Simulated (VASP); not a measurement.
# BC18 in VASP: single point with PBE+D3(BJ)

Aim: the single point of BC18 with PBE+D3(BJ).

Everything below comes from runs of VASP 6.6.1. Logs are shortened: lines on timing, memory, paths and dates and some standing lists are left out, and cuts for length are marked.

## Step 1: The cell of the first run

The cell holds a slab with vacuum, 19 atoms: a = 7.398 Å, b = 7.398 Å, c = 13.000 Å, α = 90.00°, β = 90.00°, γ = 120.00°.

## Step 2: Single point, PBE+D3(BJ), collinear spin

INCAR

```
SYSTEM = BC18
PREC = Accurate
ENCUT = 520
EDIFF = 1E-6
ISMEAR = 0
SIGMA = 0.02
LREAL = Auto
LASPH = .True.
NELM = 150
ALGO = Normal
ISIF = 2
LWAVE = .False.
LCHARG = .True.
ISPIN = 2
MAGMOM = 0 0 0 0 0 0 0 0 0 0 0 0 0 0 0 0 0 0 1
LORBIT = 11
GGA = PE
IVDW = 12
LELF = .True.
LVHAR = .True.
NBANDS = 56
```

KPOINTS

```
Automatic mesh
0
Gamma
  2 2 1
  0 0 0
```

POSCAR

```
BC18
1.0
    7.3980000000      0.0000000000      0.0000000000
   -3.6990000000      6.4068560000      0.0000000000
    0.0000000000      0.0000000000     13.0000000000
C B
18 1
Direct
    0.0004100805      0.0009005819      0.0766071109
    0.2224440726      0.1125203846      0.0767292760
    0.0004045140      0.3336400983      0.0766024629
    0.2224362920      0.4440483033      0.0767230497
   -0.0020476399      0.6660483642      0.0758233694
    0.2228170573      0.7784951333      0.0749648501
    0.3352653333      0.0033609874      0.0758043062
    0.5572493986      0.1125236361      0.0767150800
    0.3340050179      0.3340687192      0.0767671249
    0.5561608576      0.4451498805      0.0765661237
    0.3352638731      0.6660514847      0.0758043040
    0.5572662645      0.7788765546      0.0767156432
    0.6676736855      0.0009078394      0.0765921586
    0.8894975915      0.1118145931      0.0768149215
    0.6672342081      0.3340785914      0.0767643697
    0.8887897553      0.4440658281      0.0767295039
    0.6672427788      0.6673047158      0.0767686731
    0.8887913943      0.7788662897      0.0767373278
    0.2234965650      0.7780882145      0.2114630444
```

Potentials or basis: VASP PAW PBE potentials, release 64 (C, B).

On the command line:

```bash
$ cat potpaw_PBE.64/C/POTCAR potpaw_PBE.64/B/POTCAR > POTCAR
$ mpirun -np 1 vasp_std > vasp.out
```

OUTCAR:

```text
SYSTEM = BC18
   PREC = Accurate
   ENCUT = 520
   EDIFF = 1E-6
   ISMEAR = 0
   LREAL = Auto
   LASPH = .True.
   NELM = 150
   ISIF = 2
   ISPIN = 2
   LORBIT = 11
   GGA = PE
   IVDW = 12
 IVDW          = 12

 ion  position               nearest neighbor table
   1  0.000  0.001  0.077-  14 1.42   2 1.42  18 1.42
   2  0.222  0.113  0.077-   9 1.42   7 1.42   1 1.42
   3  0.000  0.334  0.077-  14 1.42   4 1.42  16 1.42
   4  0.222  0.444  0.077-   9 1.42  11 1.42   3 1.42
   5  0.998  0.666  0.076-  18 1.42  16 1.42   6 1.44
   6  0.223  0.778  0.075-   5 1.44   7 1.44  11 1.44  19 1.77
   7  0.335  0.003  0.076-   2 1.42   8 1.42   6 1.44
   8  0.557  0.113  0.077-  15 1.42   7 1.42  13 1.42
   9  0.334  0.334  0.077-   2 1.42   4 1.42  10 1.42
  10  0.556  0.445  0.077-  15 1.42  17 1.42   9 1.42
  11  0.335  0.666  0.076-  12 1.42   4 1.42   6 1.44
  12  0.557  0.779  0.077-  17 1.42  11 1.42  13 1.42
  13  0.668  0.001  0.077-  14 1.42  12 1.42   8 1.42
  14  0.889  0.112  0.077-  13 1.42   3 1.42   1 1.42
  15  0.667  0.334  0.077-   8 1.42  16 1.42  10 1.42
  16  0.889  0.444  0.077-  15 1.42   5 1.42   3 1.42
  17  0.667  0.667  0.077-  12 1.42  18 1.42  10 1.42
  18  0.889  0.779  0.077-  17 1.42   5 1.42   1 1.42
  19  0.223  0.778  0.211-   6 1.77

  LATTYP: Found a hexagonal cell.
 ALAT       =     7.3980000000
 C/A-ratio  =     1.7572316842

  Lattice vectors:

 A1 = (   7.3980000000,   0.0000000000,   0.0000000000)
 A2 = (  -3.6990000000,   6.4068560000,   0.0000000000)
 A3 = (   0.0000000000,   0.0000000000,  13.0000000000)

Analysis of symmetry for initial positions (statically):
=====================================================================
 Subroutine PRICEL returns:
 Original cell was already a primitive cell.

 Routine SETGRP: Setting up the symmetry group for a
 hexagonal supercell.

 Subroutine GETGRP returns: Found  1 space group operations
 (whereof  1 operations were pure point group operations)
 out of a pool of 24 trial point group operations.

The static configuration has the point symmetry C_1 .

Analysis of symmetry for dynamics (positions and initial velocities):
=====================================================================
 Subroutine PRICEL returns:
 Original cell was already a primitive cell.

 Routine SETGRP: Setting up the symmetry group for a
 hexagonal supercell.

 Subroutine GETGRP returns: Found  1 space group operations
 (whereof  1 operations were pure point group operations)
 out of a pool of 24 trial point group operations.

The dynamic configuration has the point symmetry C_1 .

Analysis of structural, dynamic, and magnetic symmetry:
=====================================================================
 Subroutine PRICEL returns:
 Original cell was already a primitive cell.

 Routine SETGRP: Setting up the symmetry group for a
 hexagonal supercell.

 Subroutine GETGRP returns: Found  1 space group operations
 (whereof  1 operations were pure point group operations)
 out of a pool of 24 trial point group operations.

The overall configuration has the point symmetry C_1 .

 Subroutine INISYM returns: Found  1 space group operations
 (whereof  1 operations are pure point group operations),
 and found     1 'primitive' translations

----------------------------------------------------------------------------------------

                                     Primitive cell

  volume of cell :     616.1730

  direct lattice vectors                    reciprocal lattice vectors
     7.398000000  0.000000000  0.000000000     0.135171668  0.078041398  0.000000000
    -3.699000000  6.406856000  0.000000000     0.000000000  0.156082796  0.000000000
     0.000000000  0.000000000 13.000000000     0.000000000  0.000000000  0.076923077

  length of vectors
     7.398000000  7.398000054 13.000000000     0.156082797  0.156082796  0.076923077

  position of ions in fractional coordinates (direct lattice)
     0.000410080  0.000900582  0.076607111
     0.222444073  0.112520385  0.076729276
     0.000404514  0.333640098  0.076602463
     0.222436292  0.444048303  0.076723050
     0.997952360  0.666048364  0.075823369
     0.222817057  0.778495133  0.074964850
[... 11 lines left out ...]
     0.888791394  0.778866290  0.076737328
     0.223496565  0.778088215  0.211463044

  ion indices of the primitive-cell ions
   primitive index   ion index
                 1           1
                 2           2
                 3           3
                 4           4
                 5           5
                 6           6
[... 11 lines left out ...]
                18          18
                19          19

----------------------------------------------------------------------------------------

 KPOINTS: Automatic mesh

Automatic generation of k-mesh.
 Grid dimensions read from file:
 generate k-points for:    2    2    1

 Generating k-lattice:

  Cartesian coordinates                     Fractional coordinates (reciprocal lattice)
     0.067585834  0.039020699  0.000000000     0.500000000 -0.000000000  0.000000000
     0.000000000  0.078041398  0.000000000     0.000000000  0.500000000  0.000000000
     0.000000000  0.000000000  0.076923077     0.000000000  0.000000000  1.000000000

  Length of vectors
     0.078041399  0.078041398  0.076923077

  Shift w.r.t. Gamma in fractional coordinates (k-lattice)
     0.000000000  0.000000000  0.000000000

 Subroutine IBZKPT returns following result:
 ===========================================

 Found      4 irreducible k-points:

 Following reciprocal coordinates:
            Coordinates               Weight
  0.000000  0.000000  0.000000      1.000000
  0.500000  0.000000  0.000000      1.000000
  0.000000  0.500000  0.000000      1.000000
  0.500000  0.500000  0.000000      1.000000
   k-points           NKPTS =      4   k-points in BZ     NKDIM =      4   number of bands    NBANDS=     56
   number of dos      NEDOS =    301   number of ions     NIONS =     19
   total plane-waves  NPLWV = 307328
   dimension x,y,z NGX =    56 NGY =   56 NGZ =   98
   dimension x,y,z NGXF=   112 NGYF=  112 NGZF=  196
   ions per type =              18   1
   NGX,Y,Z   is equivalent  to a cutoff of  12.58, 12.58, 12.53 a.u.
   NGXF,Y,Z  is equivalent  to a cutoff of  25.17, 25.17, 25.06 a.u.
 SYSTEM =  BC18
   PREC   = accura    normal or accurate (medium, high low for compatibility)
   ISTART =      0    job   : 0-new  1-cont  2-samecut
   ICHARG =      2    charge: 1-file 2-atom 10-const
   ISPIN  =      2    spin polarized calculation?
   LNONCOLLINEAR =      F non collinear calculations
   LSORBIT =      F    spin-orbit coupling
   LASPH  =      T    aspherical Exc in radial PAW
   ENCUT  =  520.0 eV  38.22 Ry    6.18 a.u.  13.76 13.76 24.17*2*pi/ulx,y,z
   NELM   =    150;   NELMIN=  2; NELMDL= -5     # of ELM steps
   EDIFF  = 0.1E-05   stopping-criterion for ELM
   LREAL  =      T    real-space projection
   EDIFFG = 0.1E-04   stopping-criterion for IOM
   NSW    =      0    number of steps for IOM
[... 5 lines left out ...]
   TEBEG  =    0.0;   TEEND  =   0.0 temperature during run
   PSTRESS=    0.0 pullay stress
   NELECT =      75.0000    total number of electrons
   NUPDOWN=      -1.0000    fix difference up-down
   EMIN   =  10.00;   EMAX   =-10.00  energy-range for DOS
   EFERMI =   0.00;   METHOD = LEGACY
   ISMEAR =     0;   SIGMA  =   0.02  broadening in eV -4-tet -1-fermi 0-gaus
   EFERMI_NEDOS =   21; number of points for ismear=-14 and -15
   IALGO  =     38    algorithm
   IMIX   =      4    mixing-type and parameters
     AMIX     =   0.40;   BMIX     =  1.00
     AMIX_MAG =   1.60;   BMIX_MAG =  1.00
  volume/ion in A,a.u.               =      32.43       218.85
  Fermi-wavevector in a.u.,A,eV,Ry     =   0.811324  1.533180  8.955991  0.658247
  Thomas-Fermi vector in A             =   1.920663
   LORBIT       =     11    0 simple, 1 ext, 2 COOP (PROOUT), +10 PAW based schemes
   GGA     = PE    functional components
   LHFCALC =     F    Hartree Fock is set to
   AEXX    =    0.0000 exact exchange contribution
   IVDW    =    12    specifies the selected vdW correction
   LEPSILON=     F    determine dielectric tensor
   LRPA    =     F    only Hartree local field effects (RPA)
 spin polarized calculation
 Gauss-broadening in eV      SIGMA  =   0.02
  energy-cutoff  :      520.00
  volume of cell :      616.17
 maximum number of plane-waves:     16651
 NGX is ok and might be reduce to    56
   NGX = 27   NGY = 27   NGZ = 49

 number of electron      74.9999997 magnetization       0.0000208

 number of electron      74.9999997 magnetization      -0.0000336

 Free energy of the ion-electron system (eV)
  ---------------------------------------------------
  ext. energy  EPLUGINS =         0.00000000
  ---------------------------------------------------
  free energy    TOTEN  =      -167.44873142 eV

  energy without entropy =     -167.44873142  energy(sigma->0) =     -167.44873142

 E-fermi :  -1.9080     XC(G=0):  -3.6182

 val. band max:       -2.0548584499   @ k =   0.0000   0.0000   0.0000
 cond. band min:      -1.3272807227   @ k =   0.5000   0.0000   0.0000
 fundamental gap:      0.7275777273
 Fermi energy:        -1.9079783620

 spin component 1

 k-point     1 :       0.0000    0.0000    0.0000
  band No.  band energies     occupation
      1     -21.7601      1.00000
      2     -19.5560      1.00000
      3     -19.1281      1.00000
      4     -19.1274      1.00000
      5     -18.9942      1.00000
      6     -18.9936      1.00000
[... 41 lines left out ...]
     48       3.0338      0.00000
     49       3.0357      0.00000
[... 154 lines left out ...]
     48       3.3815      0.00000
     49       3.7061      0.00000
 Fermi energy:        -1.9079783620

 spin component 2

 k-point     1 :       0.0000    0.0000    0.0000
  band No.  band energies     occupation
      1     -21.7601      1.00000
      2     -19.5560      1.00000
      3     -19.1281      1.00000
      4     -19.1274      1.00000
      5     -18.9942      1.00000
      6     -18.9936      1.00000
[... 41 lines left out ...]
     48       3.0338      0.00000
     49       3.0357      0.00000
[... 154 lines left out ...]
     48       3.3809      0.00000
     49       3.7065      0.00000
 [bands above 49 left out]

------------------------ aborting loop because EDIFF is reached ----------------------------------------

 Edisp (eV)   -1.77717

 E8    (eV) :    -0.5587

  FORCE on cell =-STRESS in cart. coord.  units (eV):
  Direction    XX          YY          ZZ          XY          YZ          ZX
  --------------------------------------------------------------------------------------
  -------------------------------------------------------------------------------------
  Total       3.91084     3.93122    -0.12206     0.01298     0.00405    -0.00714
  in kB      10.16899    10.22198    -0.31737     0.03376     0.01054    -0.01857
  external pressure =        6.69 kB  Pullay stress =        0.00 kB

 VOLUME and BASIS-vectors are now :
 -----------------------------------------------------------------------------
  energy-cutoff  :      520.00
  volume of cell :      616.17
      direct lattice vectors                 reciprocal lattice vectors
     7.398000000  0.000000000  0.000000000     0.135171668  0.078041398  0.000000000
    -3.699000000  6.406856000  0.000000000     0.000000000  0.156082796  0.000000000
     0.000000000  0.000000000 13.000000000     0.000000000  0.000000000  0.076923077

 POSITION                                       TOTAL-FORCE (eV/Angst)
 -----------------------------------------------------------------------------------
     -0.00030      0.00577      0.99589        -0.001208     -0.011351     -0.000650
      1.22943      0.72090      0.99748        -0.002231      0.002624      0.000511
     -1.23114      2.13758      0.99583        -0.002090      0.001575     -0.001092
      0.00305      2.84495      0.99740        -0.003058      0.009836      0.000551
      4.91914      4.26728      0.98570         0.009607      0.007176      0.009398
     -1.23125      4.98771      0.97454         0.004518     -0.007429     -0.005519
[... 11 lines left out ...]
      3.69425      4.99008      0.99759         0.002035      0.007826     -0.000732
     -1.22472      4.98510      2.74902        -0.002079     -0.000374     -0.002273
 -----------------------------------------------------------------------------------
    total drift:                                0.008588      0.000521     -0.004004

  FREE ENERGIE OF THE ION-ELECTRON SYSTEM (eV)
  ---------------------------------------------------
  free  energy   TOTEN  =      -169.2258984492 eV

  energy  without entropy=     -169.2258984492  energy(sigma->0) =     -169.22589845

 total charge

# of ion       s       p       d       tot
------------------------------------------
    1        0.862   1.789   0.000   2.652
    2        0.862   1.795   0.000   2.657
    3        0.862   1.790   0.000   2.652
    4        0.862   1.795   0.000   2.657
    5        0.862   1.777   0.000   2.638
    6        0.859   1.809   0.000   2.667
[... 11 lines left out ...]
   18        0.862   1.795   0.000   2.657
   19        0.937   0.507   0.000   1.443
--------------------------------------------------
tot         16.450  32.753   0.000  49.202

 magnetization (x)

# of ion       s       p       d       tot
------------------------------------------
    1        0.000   0.000   0.000   0.000
    2        0.000   0.000   0.000   0.000
    3        0.000   0.000   0.000   0.000
    4        0.000   0.000   0.000   0.000
    5        0.000   0.000   0.000   0.000
    6        0.000   0.000   0.000   0.000
[... 11 lines left out ...]
   18        0.000   0.000   0.000   0.000
   19        0.000  -0.000   0.000   0.000
--------------------------------------------------
tot          0.000   0.000   0.000   0.000
```

Run time: 9.8 min. Hardware: 1 thread of AMD EPYC 7R13 (Zen 3), shared host; peak memory 0.87 GiB.

What came out:

| Item | Value |
| --- | --- |
| Free energy | -169.2259 eV |
| Largest force | 0.015 eV/Å |
| Net moment | 0.00 μB per cell |
| Valence electrons inside the program's atomic spheres | C 2.65, 2.66, 2.64, 2.67 (each value once); B 1.44 |
| Dispersion energy per atom | -0.094 eV |

Forces in eV/Å, atoms in the order of the input:
```
C   -0.001 -0.011 -0.001
C   -0.002  0.003  0.001
C   -0.002  0.002 -0.001
C   -0.003  0.010  0.001
C    0.010  0.007  0.009
C    0.005 -0.007 -0.006
C    0.001 -0.009  0.009
C    0.004 -0.011 -0.001
C   -0.003  0.003 -0.003
C   -0.005  0.002 -0.002
C   -0.003  0.007  0.006
C   -0.007 -0.002 -0.002
C    0.001 -0.008 -0.001
C    0.001 -0.001  0.000
C    0.002  0.006 -0.003
C    0.007  0.001  0.000
C   -0.004  0.002 -0.003
C    0.002  0.008 -0.001
B   -0.002  0.000 -0.002
```

Levels at points of the mesh, in eV from the Fermi level:
Spin up:
```
           k point  band 34  band 35  band 36  band 37  band 38  band 39  band 40  band 41
(0.00, 0.00, 0.00)    -3.26    -2.29    -0.84    -0.54    -0.54    -0.15     1.75     1.76
(0.50, 0.00, 0.00)    -3.07    -2.79    -2.55    -2.07     0.58     0.92     1.30     2.21
(0.00, 0.50, 0.00)    -3.06    -2.79    -2.55    -2.07     0.58     0.92     1.30     2.21
(0.50, 0.50, 0.00)    -3.06    -2.79    -2.55    -2.07     0.59     0.92     1.30     2.21
```
Spin down:
```
           k point  band 34  band 35  band 36  band 37  band 38  band 39  band 40  band 41
(0.00, 0.00, 0.00)    -3.26    -2.29    -0.84    -0.54    -0.54    -0.15     1.75     1.76
(0.50, 0.00, 0.00)    -3.07    -2.79    -2.55    -2.07     0.58     0.92     1.30     2.21
(0.00, 0.50, 0.00)    -3.06    -2.79    -2.55    -2.07     0.58     0.92     1.30     2.21
(0.50, 0.50, 0.00)    -3.06    -2.79    -2.55    -2.07     0.59     0.92     1.30     2.21
```

Caveat: the k points lie up to 0.49 Å⁻¹ apart; there is no dipole correction, which matters where the two faces differ.
